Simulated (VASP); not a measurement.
# MgS (P6_3mc) in VASP: single point with HSE06

Aim: the single point of MgS with HSE06.

Everything below comes from runs of VASP 6.6.1. Logs are shortened: lines on timing, memory, paths and dates and some standing lists are left out, and cuts for length are marked.

## Step 1: The cell of the first run

It takes space group P6_3mc (No. 186, hexagonal). Conventional cell: a = 4.013 Å, b = 4.013 Å, c = 6.454 Å, α = 90.00°, β = 90.00°, γ = 120.00°. Within 3.2 Å of Mg (site symmetry 3m) lie 4 S at 2.44 to 2.45 Å. Within 3.2 Å of S (site symmetry 3m) lie 4 Mg at 2.44 to 2.45 Å.

## Step 2: Single point, HSE06 (biaxial xy strain -0.4%)

Input file POSCAR:

```
MgS
1.0
    4.0125111295      0.0000000000      0.0000000000
   -2.0062555648      3.4749365711      0.0000000000
    0.0000000000      0.0000000000      6.4543927776
Mg S
2 2
Direct
    0.3333333333      0.6666666667     -0.0024484191
    0.6666666667      0.3333333333      0.4975515809
    0.3333333333      0.6666666667      0.3774484191
    0.6666666667      0.3333333333      0.8774484191
```

Input file INCAR.step1:

```
SYSTEM = MgS
PREC = Accurate ; ENCUT = 520
EDIFF = 1E-5 ; ISMEAR = 0
SIGMA = 0.01 ; LREAL = .FALSE.
LASPH = .TRUE. ; NELM = 60
ALGO = Normal ; ISIF = 2
LWAVE = .TRUE. ; LCHARG = .FALSE.
GGA = PE ; NBANDS = 16
```

Input file INCAR.step2:

```
SYSTEM = MgS
PREC = Accurate ; ENCUT = 520
EDIFF = 1E-6 ; ISMEAR = 0
SIGMA = 0.01 ; LREAL = .FALSE.
LASPH = .TRUE. ; NELM = 60
ALGO = Normal ; ISIF = 2
LWAVE = .FALSE. ; LCHARG = .FALSE.
GGA = PE ; LHFCALC = .TRUE.
HFSCREEN = 0.2079 ; PRECFOCK = Normal
ISTART = 1 ; NBANDS = 16
```

Input file KPOINTS:

```
regular mesh
0
G
  6 6 4
  0 0 0
```

Potentials or basis: VASP PAW PBE potentials, release 64 (Mg, S).

Command:

```console
> cat potpaw_PBE.64/Mg/POTCAR potpaw_PBE.64/S/POTCAR > POTCAR
> cp INCAR.step1 INCAR
> mpirun -np 1 vasp_std > vasp.out
> cp INCAR.step2 INCAR
> mpirun -np 1 vasp_std > vasp.out
```

OUTCAR:

```text
SYSTEM = MgS
   PREC = Accurate
   ENCUT = 520
   EDIFF = 1E-6
   ISMEAR = 0
   LREAL = .FALSE.
   LASPH = .TRUE.
   NELM = 60
   ISIF = 2
   GGA = PE
   LHFCALC = .TRUE.
   HFSCREEN = 0.2079
   PRECFOCK = Normal
   ISTART = 1

 ion  position               nearest neighbor table
   1  0.333  0.667  0.998-   4 2.44   4 2.44   4 2.44   3 2.45
   2  0.667  0.333  0.498-   3 2.44   3 2.44   3 2.44   4 2.45
   3  0.333  0.667  0.377-   2 2.44   2 2.44   2 2.44   1 2.45
   4  0.667  0.333  0.877-   1 2.44   1 2.44   1 2.44   2 2.45

  LATTYP: Found a hexagonal cell.
 ALAT       =     4.0125111295
 C/A-ratio  =     1.6085669471

  Lattice vectors:

 A1 = (   4.0125111295,   0.0000000000,   0.0000000000)
 A2 = (  -2.0062555648,   3.4749365711,   0.0000000000)
 A3 = (   0.0000000000,   0.0000000000,   6.4543927776)

Analysis of symmetry for initial positions (statically):
=====================================================================
 Subroutine PRICEL returns:
 Original cell was already a primitive cell.

 Routine SETGRP: Setting up the symmetry group for a
 hexagonal supercell.

 Subroutine GETGRP returns: Found 12 space group operations
 (whereof  6 operations were pure point group operations)
 out of a pool of 24 trial point group operations.

The static configuration has the point symmetry C_3v.
 The point group associated with its full space group is C_6v.

Analysis of symmetry for dynamics (positions and initial velocities):
=====================================================================
 Subroutine PRICEL returns:
 Original cell was already a primitive cell.

 Routine SETGRP: Setting up the symmetry group for a
 hexagonal supercell.

 Subroutine GETGRP returns: Found 12 space group operations
 (whereof  6 operations were pure point group operations)
 out of a pool of 24 trial point group operations.

The dynamic configuration has the point symmetry C_3v.
 The point group associated with its full space group is C_6v.

 Subroutine INISYM returns: Found 12 space group operations
 (whereof  6 operations are pure point group operations),
 and found     1 'primitive' translations

----------------------------------------------------------------------------------------

                                     Primitive cell

  volume of cell :      89.9950

  direct lattice vectors                    reciprocal lattice vectors
     4.012511129  0.000000000  0.000000000     0.249220493  0.143887518  0.000000000
    -2.006255565  3.474936571  0.000000000     0.000000000  0.287775037  0.000000000
     0.000000000  0.000000000  6.454392778     0.000000000  0.000000000  0.154933242

  length of vectors
     4.012511129  4.012511130  6.454392778     0.287775037  0.287775037  0.154933242

  position of ions in fractional coordinates (direct lattice)
     0.333333333  0.666666667  0.997551581
     0.666666667  0.333333333  0.497551581
     0.333333333  0.666666667  0.377448419
     0.666666667  0.333333333  0.877448419

  ion indices of the primitive-cell ions
   primitive index   ion index
                 1           1
                 2           2
                 3           3
                 4           4

----------------------------------------------------------------------------------------

 KPOINTS: regular mesh

Automatic generation of k-mesh.
 Grid dimensions read from file:
 generate k-points for:    6    6    4

 Generating k-lattice:

  Cartesian coordinates                     Fractional coordinates (reciprocal lattice)
     0.041536749  0.023981253  0.000000000     0.166666667 -0.000000000  0.000000000
     0.000000000  0.047962506  0.000000000     0.000000000  0.166666667  0.000000000
     0.000000000  0.000000000  0.038733311     0.000000000  0.000000000  0.250000000

  Length of vectors
     0.047962506  0.047962506  0.038733311

  Shift w.r.t. Gamma in fractional coordinates (k-lattice)
     0.000000000  0.000000000  0.000000000

 Subroutine IBZKPT returns following result:
 ===========================================

 Found     21 irreducible k-points:

 Following reciprocal coordinates:
            Coordinates               Weight
  0.000000  0.000000  0.000000      1.000000
  0.166667  0.000000  0.000000      6.000000
  0.333333  0.000000  0.000000      6.000000
  0.500000  0.000000  0.000000      3.000000
  0.166667  0.166667  0.000000      6.000000
  0.333333  0.166667  0.000000     12.000000
[... 13 lines left out ...]
  0.333333  0.166667  0.500000     12.000000
  0.333333  0.333333  0.500000      2.000000
   k-points           NKPTS =     21   k-points in BZ     NKDIM =    144   number of bands    NBANDS=     16
   number of dos      NEDOS =    301   number of ions     NIONS =      4
   total plane-waves  NPLWV =  43200
   dimension x,y,z NGX =    30 NGY =   30 NGZ =   48
   dimension x,y,z NGXF=    60 NGYF=   60 NGZF=   96
   ions per type =               2   2
   NGX,Y,Z   is equivalent  to a cutoff of  12.43, 12.43, 12.36 a.u.
   NGXF,Y,Z  is equivalent  to a cutoff of  24.86, 24.86, 24.73 a.u.
 SYSTEM =  MgS
   PREC   = accura    normal or accurate (medium, high low for compatibility)
   ISTART =      1    job   : 0-new  1-cont  2-samecut
   ICHARG =      0    charge: 1-file 2-atom 10-const
   ISPIN  =      1    spin polarized calculation?
   LNONCOLLINEAR =      F non collinear calculations
   LSORBIT =      F    spin-orbit coupling
   LASPH  =      T    aspherical Exc in radial PAW
   ENCUT  =  520.0 eV  38.22 Ry    6.18 a.u.   7.46  7.46 12.00*2*pi/ulx,y,z
   NELM   =     60;   NELMIN=  2; NELMDL=  0     # of ELM steps
   EDIFF  = 0.1E-05   stopping-criterion for ELM
   LREAL  =      F    real-space projection
   EDIFFG = 0.1E-04   stopping-criterion for IOM
   NSW    =      0    number of steps for IOM
   IBRION =     -1    ionic relax: 0-MD 1-quasi-New 2-CG
   NFREE  =      0    steps in history (QN), initial steepest desc. (CG)
   ISIF   =      2    stress and relaxation
   ISYM   =      3    0-nonsym 1-usesym 2-fastsym
   POTIM  = 0.5000    time-step for ionic-motion
   TEBEG  =    0.0;   TEEND  =   0.0 temperature during run
   PSTRESS=    0.0 pullay stress
   NELECT =      16.0000    total number of electrons
   NUPDOWN=      -1.0000    fix difference up-down
   EMIN   =  10.00;   EMAX   =-10.00  energy-range for DOS
   EFERMI =   0.00;   METHOD = LEGACY
   ISMEAR =     0;   SIGMA  =   0.01  broadening in eV -4-tet -1-fermi 0-gaus
   EFERMI_NEDOS =   21; number of points for ismear=-14 and -15
   IALGO  =     38    algorithm
   IMIX   =      1    mixing-type and parameters
     AMIX     =   0.40;   BMIX     =  1.00
     AMIX_MAG =   1.60;   BMIX_MAG =  1.00
  volume/ion in A,a.u.               =      22.50       151.83
  Fermi-wavevector in a.u.,A,eV,Ry     =   0.920539  1.739566 11.529458  0.847391
  Thomas-Fermi vector in A             =   2.045855
   LORBIT       =      0    0 simple, 1 ext, 2 COOP (PROOUT), +10 PAW based schemes
   GGA     = PE    functional components
   LHFCALC =     T    Hartree Fock is set to
   PRECFOCK=normal    Normal, Fast or Accurate (Low or Medium for compatibility)
   ENCUT4O =  -1.0   cutoff for four orbital integrals eV
   NKREDX  =     1    reduce k-point grid by
   NKREDY  =     1    reduce k-point grid by
   NKREDZ  =     1    reduce k-point grid by
   AEXX    =    0.2500 exact exchange contribution
   HFSCREEN=    0.2079 screening length (either q_TF or 0.3 A-1)
   HFSCREENC=   0.2079 screening length for correlation (either q_TF or 0.3 A-1)
   ENCUTFOCK=  -1.0 apply spherical cutoff to Coloumb kernel
   IVDW    =     0    specifies the selected vdW correction
   LEPSILON=     F    determine dielectric tensor
   LRPA    =     F    only Hartree local field effects (RPA)
 non-spin polarized calculation
 Gauss-broadening in eV      SIGMA  =   0.01
  energy-cutoff  :      520.00
  volume of cell :       90.00
 maximum number of plane-waves:      2446
 NGX is ok and might be reduce to    30
  NGX = 24; NGY = 24; NGZ = 40

 number of electron      16.0000003 magnetization

 Free energy of the ion-electron system (eV)
  ---------------------------------------------------
  ext. energy  EPLUGINS =         0.00000000
  ---------------------------------------------------
  free energy    TOTEN  =       -19.72906065 eV

  energy without entropy =      -19.72906065  energy(sigma->0) =      -19.72906065

 E-fermi :   0.5697     XC(G=0):  -7.0367

 val. band max:        0.4680496857   @ k =   0.0000   0.0000   0.0000
 cond. band min:       5.0418081924   @ k =   0.0000   0.0000   0.0000
 fundamental gap:      4.5737585067
 Fermi energy:         0.5696850602

 k-point     1 :       0.0000    0.0000    0.0000
  band No.  band energies     occupation
      1     -12.0840      2.00000
      2     -11.2825      2.00000
      3      -3.0299      2.00000
      4      -0.0796      2.00000
      5      -0.0796      2.00000
      6       0.3714      2.00000
[... 8 lines left out ...]
     15      10.3329      0.00000
     16      10.9313      0.00000

 k-point     2 :       0.1667    0.0000    0.0000
  band No.  band energies     occupation
      1     -11.9346      2.00000
      2     -11.2086      2.00000
      3      -2.7925      2.00000
      4      -0.8969      2.00000
      5      -0.4573      2.00000
      6      -0.3043      2.00000
[... 8 lines left out ...]
     15      10.4225      0.00000
     16      10.5058      0.00000

 k-point     3 :       0.3333    0.0000    0.0000
  band No.  band energies     occupation
      1     -11.5790      2.00000
      2     -11.0831      2.00000
      3      -2.3131      2.00000
      4      -2.0374      2.00000
      5      -1.6284      2.00000
      6      -0.6653      2.00000
[... 8 lines left out ...]
     15      10.4393      0.00000
     16      12.0609      0.00000
[... 305 lines left out ...]
 k-point    20 :       0.3333    0.1667    0.5000
  band No.  band energies     occupation
      1     -11.2002      2.00000
      2     -11.2002      2.00000
      3      -2.6505      2.00000
      4      -2.6505      2.00000
      5      -1.0385      2.00000
      6      -1.0385      2.00000
[... 8 lines left out ...]
     15      11.2706      0.00000
     16      11.2706      0.00000

 k-point    21 :       0.3333    0.3333    0.5000
  band No.  band energies     occupation
      1     -11.1289      2.00000
      2     -11.1289      2.00000
      3      -2.5220      2.00000
      4      -2.5220      2.00000
      5      -1.6497      2.00000
      6      -1.6497      2.00000
[... 8 lines left out ...]
     15      11.0891      0.00000
     16      11.0891      0.00000

------------------------ aborting loop because EDIFF is reached ----------------------------------------

  FORCE on cell =-STRESS in cart. coord.  units (eV):
  Direction    XX          YY          ZZ          XY          YZ          ZX
  --------------------------------------------------------------------------------------
  -------------------------------------------------------------------------------------
  Total        0.2393743      0.2393743      0.0988871     -0.0000000      0.0000000      0.0000000
  in kB        4.2615698      4.2615698      1.7604822     -0.0000000      0.0000000      0.0000000
  external PRESSURE =       3.4278739 kB  Pullay stress =       0.0000000 kB

 VOLUME and BASIS-vectors are now :
 -----------------------------------------------------------------------------
  energy-cutoff  :      520.00
  volume of cell :       90.00
      direct lattice vectors                 reciprocal lattice vectors
     4.012511129  0.000000000  0.000000000     0.249220493  0.143887518  0.000000000
    -2.006255565  3.474936571  0.000000000     0.000000000  0.287775037  0.000000000
     0.000000000  0.000000000  6.454392778     0.000000000  0.000000000  0.154933242

 POSITION                                       TOTAL-FORCE (eV/Angst)
 -----------------------------------------------------------------------------------
     -0.00000      2.31662      6.43859         0.000000      0.000000     -0.001416
      2.00626      1.15831      3.21139        -0.000000      0.000000     -0.001416
     -0.00000      2.31662      2.43620        -0.000000      0.000000      0.001416
      2.00626      1.15831      5.66340         0.000000     -0.000000      0.001416
 -----------------------------------------------------------------------------------
    total drift:                                0.000000      0.000000      0.000269

  FREE ENERGIE OF THE ION-ELECTRON SYSTEM (eV)
  ---------------------------------------------------
  free  energy   TOTEN  =       -19.7290606519 eV

  energy  without entropy=      -19.7290606519  energy(sigma->0) =      -19.72906065
```

It took 41 min on 1 thread of Intel Xeon Platinum 8488C (Sapphire Rapids), shared host; peak memory 0.35 GiB.

Results:

| Item | Value |
| --- | --- |
| Free energy | -19.7291 eV |
| Pressure | 0.3 GPa |
| Band gap on the k mesh | 4.57 eV |

Caveat: the cell differs from its parent crystal (biaxial xy strain -0.4%); the structure was generated, so it needn't be the stable form of MgS; the PAW data sets were made with another functional, which shifts forces and pressure a little.
